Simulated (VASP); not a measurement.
Wanted: the native input for a VASP 6.6.1 run.

- Task: single point
- Functional: LDA
- Potentials or basis: VASP PAW LDA potentials, release 64 (Mg, I)
- Cutoff: 520 eV
- k mesh: 6 × 6 × 4
- Occupations: gaussian, width 0.05 eV
- Spin: no spin polarisation
- Dipole correction: no
- Further INCAR settings: ALGO = Normal; EDIFF = 1e-07; NBANDS = 15

The structure of MgI2 lies in POSCAR:

```
MgI2
1.0
    4.0774752860      0.0000000000      0.0000000000
   -2.0387376430      3.5311971809      0.0000000000
    0.0000000000      0.0000000000      6.6885602206
Mg I
1 2
Direct
    0.0000000000      0.0000000000      0.0000000000
    0.3333333333      0.6666666667      0.7747750392
    0.6666666667      0.3333333333      0.2252249608
```

The input as run:

INCAR

```
ALGO     = Normal         # electronic algorithm
EDIFF    = 1E-7           # SCF threshold, eV
ENCUT    = 520            # plane-wave cutoff, eV
ISIF     = 2              # what is computed and relaxed
ISMEAR   = 0              # smearing method
LASPH    = T              # aspherical terms in the spheres
LCHARG   = F              # write CHGCAR
LREAL    = F              # projectors in reciprocal space
LWAVE    = F              # write WAVECAR
NBANDS   = 15             # bands
NELM     = 60             # most SCF steps
PREC     = Accurate       # precision mode
SIGMA    = 0.05           # smearing width, eV
```

KPOINTS

```
k-points
0
Gamma
  6 6 4
```

Potentials or basis: VASP PAW LDA potentials, release 64 (Mg, I).

Run with:

```bash
$ cat potpaw_LDA.64/Mg/POTCAR potpaw_LDA.64/I/POTCAR > POTCAR
$ mpirun -np 1 vasp_std > vasp.out
```

Results of the run:

The pressure is 2.9 GPa. The largest force is 0.934 eV/Å. The band gap on the k mesh is 3.29 eV, indirect (least direct gap 3.77 eV).

Caveat: spin-orbit coupling is left out, which moves the levels of the heavy elements.

It took 20 s on 1 thread of Intel(R) Xeon(R) Platinum 8488C (Sapphire Rapids), on a shared host, peak memory 0.18 GiB.
